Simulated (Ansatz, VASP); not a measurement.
## One calculation of HfO2, two programs

The input INCAR:

```
SYSTEM = HfO2
PREC     = Accurate       ! precision mode
ENCUT    = 600            ! plane-wave cutoff, eV
EDIFF    = 1E-6           ! SCF threshold, eV
ISMEAR   = 0              ! smearing method
SIGMA    = 0.02           ! smearing width, eV
LREAL    = .False.        ! projectors in reciprocal space
LASPH    = .True.         ! aspherical terms in the spheres
NELM     = 120            ! most SCF steps
ALGO     = Normal         ! electronic algorithm
ISIF     = 2              ! what is computed and relaxed
LWAVE    = .False.        ! write WAVECAR
LCHARG   = .False.        ! write CHGCAR
GGA      = PS             ! functional
NBANDS   = 31             ! bands
GGA_COMPAT= .False.
```

Contents of KPOINTS:

```
regular mesh
0
Gamma
  6 6 4
  0 0 0
```

POSCAR

```
HfO2
1.0
    3.4512784300      0.0000000000      0.0000000000
    0.0000000000      3.4512784300      0.0000000000
    0.0000000000      0.0000000000      5.4967169731
Hf O
2 4
Direct
    0.5000000000      0.5000000000      0.5000000000
    0.0000000000      0.0000000000      0.0000000000
    0.0000000000      0.5000000000      0.6972080000
    0.5000000000      0.0000000000      0.8027920000
    0.5000000000      0.0000000000      0.3027920000
    0.0000000000      0.5000000000      0.1972080000
```

Input for Ansatz:

```yaml
crystal:
  lattice:
    - [3.45127843, 0.0, 0.0]
    - [0.0, 3.45127843, 0.0]
    - [0.0, 0.0, 5.496716973110852]
  atoms:
    - { symbol: Hf, position: [0.5, 0.5, 0.5] }
    - { symbol: Hf, position: [0.0, 0.0, 0.0] }
    - { symbol: O, position: [0.0, 0.5, 0.697208] }
    - { symbol: O, position: [0.5, 0.0, 0.802792] }
    - { symbol: O, position: [0.5, 0.0, 0.302792] }
    - { symbol: O, position: [0.0, 0.5, 0.197208] }
basis:
  ecutwfc: 550.0
kpoints:
  mp_grid:
    grid: [6, 6, 4]
hamiltonian:
  xc: pbesol
  pseudopotentials:
    kind: paw
scf:
  occupations:
    method: gaussian
    width: 0.02
output:
  stress: true
```

Alike in both runs: task single point; functional PBEsol; k mesh 6 × 6 × 4; occupations gaussian, width 0.02 eV; no spin polarisation.

|  | VASP | Ansatz |
| --- | --- | --- |
| version | VASP 6.6.1 | Ansatz 0.2.0 |
| potentials or method | VASP PAW PBE potentials, release 64 (Hf_pv, O), cutoff 600 eV | plane waves, PAW |
| valence electrons in the cell | 44 | 76 |

VASP gave:

- pressure (GPa): 0.7
- traceless stress, the component that is largest in VASP (GPa): -21.06

Problem. What did Ansatz give for the same quantities?

Solution. Pressure (GPa): 4.1; traceless stress, the component that is largest in VASP (GPa): -20.67.

VASP's potentials were made for PBE, not for PBEsol. VASP's potentials hold 44 valence electrons a cell and Ansatz's 76, so a difference there can come from the potentials and not from the codes.

Spin-orbit coupling is off throughout.
